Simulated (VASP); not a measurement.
Hf2Ru:

```xyz
6
Lattice="0.0000 3.7456 3.7456 3.7456 0.0000 3.7456 3.7456 3.7456 0.0000" Properties=species:S:1:pos:R:3 pbc="T T T"
Hf    4.6820    4.6820    4.6820
Hf    4.6820    2.8092    2.8092
Hf    2.8092    2.8092    4.6820
Hf    2.8092    4.6820    2.8092
Ru    0.0000    0.0000    0.0000
Ru    1.8728    1.8728    1.8728
```

| Item | Value |
| --- | --- |
| Program | VASP 6.6.1 |
| Task | relaxation of cell and atoms |
| Functional | PBE |
| Potentials or basis | VASP PAW PBE potentials, release 64 (Hf_pv, Ru_pv) |
| Cutoff | 600 eV |
| k mesh | 4 × 4 × 4 |
| Occupations | gaussian, width 0.1 eV |
| Spin | no spin polarisation |

At the start: pressure 15.6 GPa; volume 17.52 Å³/atom.

**Question.** How do energy, volume and symmetry change on relaxing?

**Answer.** Over 4 steps the energy falls by 83.6 meV/atom and the volume is 19.41 Å³/atom (+10.8 %); space group Fd-3m (No. 227, to 0.05 Å).

Step by step:
| step | energy change (eV) | largest force (eV/Å) | pressure (GPa) | volume (Å³) |
| --- | --- | --- | --- | --- |
| 1 | 0.0000 | 0.0000 | 15.60 | 105.10 |
| 2 | 0.2284 | 0.0000 | -12.32 | 133.23 |
| 3 | -0.5010 | 0.0000 | -0.36 | 116.75 |
| 4 | -0.5014 | 0.0000 | -0.05 | 116.45 |

Final structure:
```
Hf Ru
1.0
     0.00000    3.87592    3.87592
     3.87592    0.00000    3.87592
     3.87592    3.87592    0.00000
Hf Ru
4 2
Direct
  0.62500 0.62500 0.62500
  0.12500 0.62500 0.62500
  0.62500 0.62500 0.12500
  0.62500 0.12500 0.62500
  0.00000 0.00000 0.00000
  0.25000 0.25000 0.25000
```

Caveat: the k points lie up to 0.35 Å⁻¹ apart in the final cell.
